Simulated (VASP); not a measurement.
# Re in VASP: a series of runs

Aim: see how the results for Re move with the level of theory and the settings. Levels: revPBE+D4, BLYP+D3(BJ), PBEsol. Tasks: relaxation of cell and atoms, single point.

Program: VASP 6.6.1. These are calculated values, not measurements. Logs are shortened: lines on timing, memory, paths and dates and some standing lists are left out, and cuts for length are marked.

## Step 1: The cell of the first run

The structure is hexagonal, space group P6_3/mmc (No. 194). Conventional cell: a = 2.761 Å, b = 2.761 Å, c = 4.458 Å, α = 90.00°, β = 90.00°, γ = 120.00°. Re (site symmetry -6m2) has 12 Re at 2.74 to 2.76 Å within 3.6 Å.

## Step 2: Relaxation of cell and atoms, revPBE+D4

The input, INCAR:

```
SYSTEM = Re
PREC = Accurate
ENCUT = 600
EDIFF = 1E-6
ISMEAR = -1
SIGMA = 0.05
LREAL = .FALSE.
LASPH = .TRUE.
NELM = 60
ALGO = Normal
ISIF = 3
LWAVE = .FALSE.
LCHARG = .FALSE.
GGA = RE
IVDW = 13
IBRION = 2
NSW = 60
EDIFFG = -0.01
```

The input, KPOINTS:

```
regular mesh
0
G
  11 11 6
  0 0 0
```

The input, POSCAR:

```
Re
1.0
    2.7608000000      0.0000000000      0.0000000000
   -1.3804000000      2.3909229348      0.0000000000
    0.0000000000      0.0000000000      4.4582000000
Re
2
Direct
    0.6666666667      0.3333333333      0.7500000000
    0.3333333333      0.6666666667      0.2500000000
```

Potentials or basis: VASP PAW PBE potentials, release 64 (Re).

Run with:

```sh
> cat potpaw_PBE.64/Re/POTCAR > POTCAR
> mpirun -np 1 vasp_std > vasp.out
```

OUTCAR:

```text
SYSTEM = Re
   PREC = Accurate
   ENCUT = 600
   EDIFF = 1E-6
   ISMEAR = -1
   LREAL = .FALSE.
   LASPH = .TRUE.
   NELM = 60
   ISIF = 3
   GGA = RE
   IVDW = 13
   IBRION = 2
   NSW = 60
   EDIFFG = -0.01

 ion  position               nearest neighbor table
   1  0.667  0.333  0.750-   2 2.74   2 2.74   2 2.74   2 2.74   2 2.74   2 2.74
   2  0.333  0.667  0.250-   1 2.74   1 2.74   1 2.74   1 2.74   1 2.74   1 2.74

  LATTYP: Found a hexagonal cell.
 ALAT       =     2.7608000000
 C/A-ratio  =     1.6148217908

  Lattice vectors:

 A1 = (   2.7608000000,   0.0000000000,   0.0000000000)
 A2 = (  -1.3804000000,   2.3909229348,   0.0000000000)
 A3 = (   0.0000000000,   0.0000000000,   4.4582000000)

Analysis of symmetry for initial positions (statically):
=====================================================================
 Subroutine PRICEL returns:
 Original cell was already a primitive cell.

 Routine SETGRP: Setting up the symmetry group for a
 hexagonal supercell.

 Subroutine GETGRP returns: Found 24 space group operations
 (whereof 12 operations were pure point group operations)
 out of a pool of 24 trial point group operations.

The static configuration has the point symmetry D_3d.
 The point group associated with its full space group is D_6h.

Analysis of symmetry for dynamics (positions and initial velocities):
=====================================================================
 Subroutine PRICEL returns:
 Original cell was already a primitive cell.

 Routine SETGRP: Setting up the symmetry group for a
 hexagonal supercell.

 Subroutine GETGRP returns: Found 24 space group operations
 (whereof 12 operations were pure point group operations)
 out of a pool of 24 trial point group operations.

The dynamic configuration has the point symmetry D_3d.
 The point group associated with its full space group is D_6h.

 Subroutine INISYM returns: Found 24 space group operations
 (whereof 12 operations are pure point group operations),
 and found     1 'primitive' translations

----------------------------------------------------------------------------------------

                                     Primitive cell

  volume of cell :      29.4280

  direct lattice vectors                    reciprocal lattice vectors
     2.760800000  0.000000000  0.000000000     0.362213851  0.209124264  0.000000000
    -1.380400000  2.390922935  0.000000000     0.000000000  0.418248529  0.000000000
     0.000000000  0.000000000  4.458200000     0.000000000  0.000000000  0.224305774

  length of vectors
     2.760800000  2.760800000  4.458200000     0.418248529  0.418248529  0.224305774

[... 76 lines left out ...]
   LSORBIT =      F    spin-orbit coupling
   LASPH  =      T    aspherical Exc in radial PAW
   ENCUT  =  600.0 eV  44.10 Ry    6.64 a.u.   5.51  5.51  8.90*2*pi/ulx,y,z
   NELM   =     60;   NELMIN=  2; NELMDL= -5     # of ELM steps
   EDIFF  = 0.1E-05   stopping-criterion for ELM
   LREAL  =      F    real-space projection
   EDIFFG = -.1E-01   stopping-criterion for IOM
   NSW    =     60    number of steps for IOM
   IBRION =      2    ionic relax: 0-MD 1-quasi-New 2-CG
   NFREE  =      1    steps in history (QN), initial steepest desc. (CG)
   ISIF   =      3    stress and relaxation
   ISYM   =      2    0-nonsym 1-usesym 2-fastsym
   POTIM  = 0.5000    time-step for ionic-motion
   TEBEG  =    0.0;   TEEND  =   0.0 temperature during run
   PSTRESS=    0.0 pullay stress
   NELECT =      14.0000    total number of electrons
   NUPDOWN=      -1.0000    fix difference up-down
   EMIN   =  10.00;   EMAX   =-10.00  energy-range for DOS
   EFERMI =   0.00;   METHOD = LEGACY
   ISMEAR =    -1;   SIGMA  =   0.05  broadening in eV -4-tet -1-fermi 0-gaus
   EFERMI_NEDOS =   21; number of points for ismear=-14 and -15
   IALGO  =     38    algorithm
   IMIX   =      4    mixing-type and parameters
     AMIX     =   0.40;   BMIX     =  1.00
     AMIX_MAG =   1.60;   BMIX_MAG =  1.00
  volume/ion in A,a.u.               =      14.71        99.29
  Fermi-wavevector in a.u.,A,eV,Ry     =   1.278000  2.415070 22.222174  1.633284
  Thomas-Fermi vector in A             =   2.410568
   LORBIT       =      0    0 simple, 1 ext, 2 COOP (PROOUT), +10 PAW based schemes
   GGA     = RE    functional components
   LHFCALC =     F    Hartree Fock is set to
   AEXX    =    0.0000 exact exchange contribution
   IVDW    =    13    specifies the selected vdW correction
   LEPSILON=     F    determine dielectric tensor
   LRPA    =     F    only Hartree local field effects (RPA)
 conjugate gradient relaxation of ions
 non-spin polarized calculation
  energy-cutoff  :      600.00
  volume of cell :       29.43
 maximum number of plane-waves:      1014
 NGX is ok and might be reduce to    24
   NGX = 11   NGY = 11   NGZ = 17

--------------------------------------- Ionic step        1  -------------------------------------------

 number of electron      14.0000000 magnetization

 Free energy of the ion-electron system (eV)
  ---------------------------------------------------
  ext. energy  EPLUGINS =         0.00000000
  ---------------------------------------------------
  free energy    TOTEN  =       -23.86967498 eV

  energy without entropy =      -23.85566089  energy(sigma->0) =      -23.86266794

------------------------ aborting loop because EDIFF is reached ----------------------------------------

  DFT-D4 for vdW energy calculation

  Edisp (eV):   -2.04301
[... 111 lines left out ...]
--------------------------------------- Ionic step        4  -------------------------------------------

 number of electron      14.0000000 magnetization

 Free energy of the ion-electron system (eV)
  ---------------------------------------------------
  ext. energy  EPLUGINS =         0.00000000
  ---------------------------------------------------
  free energy    TOTEN  =       -23.85953402 eV

  energy without entropy =      -23.84573621  energy(sigma->0) =      -23.85263511

 E-fermi :   8.0221     XC(G=0): -13.7439

 val. band max:        8.0049955331   @ k =   0.1818  -0.0000   0.1667
 cond. band min:       8.0685603660   @ k =   0.3636   0.1818   0.3333
 fundamental gap:      0.0635648328
 Fermi energy:         8.0221346951

 k-point     1 :       0.0000    0.0000    0.0000
  band No.  band energies     occupation
      1      -1.8889      2.00000
      2       1.3507      2.00000
      3       6.4204      2.00000
      4       6.4222      2.00000
      5       6.4222      2.00000
      6       7.2660      2.00000
      7       7.2660      2.00000
      8       8.2053      0.05002
      9       8.2053      0.05002
     10       8.6269      0.00001
     11      11.4035      0.00000
[... 309 lines left out ...]
 k-point    24 :       0.1818    0.0909    0.1667
  band No.  band energies     occupation
      1       0.4423      2.00000
      2       3.0652      2.00000
      3       4.4257      2.00000
      4       4.7719      2.00000
      5       6.0526      2.00000
      6       6.7464      2.00000
      7       7.3613      2.00000
      8       8.3141      0.00581
      9       9.0324      0.00000
     10       9.4267      0.00000
     11      11.8081      0.00000

 [... further k-points ...]

------------------------ aborting loop because EDIFF is reached ----------------------------------------

  DFT-D4 for vdW energy calculation

  Edisp (eV):   -2.05444
[... 25 lines left out ...]
  FREE ENERGIE OF THE ION-ELECTRON SYSTEM (eV)
  ---------------------------------------------------
  free  energy   TOTEN  =       -25.9139785036 eV

  energy  without entropy=      -25.9001806908  energy(sigma->0) =      -25.90707960

 reached required accuracy - stopping structural energy minimisation
```

CONTCAR:

```text
Re
   1.00000000000000
     2.7552586843498865    0.0000000000000000    0.0000000000000000
    -1.3776293421749433    2.3861240146764207   -0.0000000000000000
    -0.0000000000000000   -0.0000000000000000    4.4502519127284819
  Re
     2
Direct
     0.6666666667000030    0.3333333332999970    0.7500000000000000
     0.3333333332999970    0.6666666667000030    0.2500000000000000

  0.00000000E+00  0.00000000E+00  0.00000000E+00
  0.00000000E+00  0.00000000E+00  0.00000000E+00
```

It took 2.1 min on 1 thread of Intel Xeon 8259CL, shared host; peak memory 0.15 GiB.

What came out:

```
Free energy                           : -25.9140 eV
Relaxed volume                        : 14.63 Å³/atom
Relaxed cell                          : a = 2.755 Å, b = 2.755 Å, c = 4.450 Å, α = 90.00°, β = 90.00°, γ = 120.00°
Space group after relaxing (to 0.1 Å) : P6_3/mmc (No. 194)
Energy gained by relaxing             : 0.6 meV/atom
Ionic steps                           : 4
Pressure after relaxing               : 0.0 GPa
Band gap on the k mesh                : zero (bands 7 and 8 overlap by 3.08 eV)
Dispersion energy per atom            : -1.027 eV
```

The path:
| step | energy change (eV) | largest force (eV/Å) | pressure (GPa) | volume (Å³) |
| --- | --- | --- | --- | --- |
| 1 | 0.0000 | 0.0000 | -2.29 | 29.43 |
| 2 | 0.0209 | 0.0000 | 10.22 | 28.54 |
| 3 | -0.0013 | 0.0000 | 0.01 | 29.25 |
| 4 | -0.0013 | 0.0000 | -0.02 | 29.26 |

Final structure:
```
Re
1.0
     2.75526    0.00000    0.00000
    -1.37763    2.38612    0.00000
     0.00000    0.00000    4.45025
Re
2
Direct
  0.66667 0.33333 0.75000
  0.33333 0.66667 0.25000
```

Caveat: the dispersion term is far too large for a dense solid, which distorts pressure and volume; the PAW data sets were made with another functional, which shifts forces and pressure a little; spin-orbit coupling is left out, which moves the levels of the heavy elements.

(Part 1 of 2 ends here.)

The gap in the log of VASP goes by the Fermi energy; the results here count the filled bands.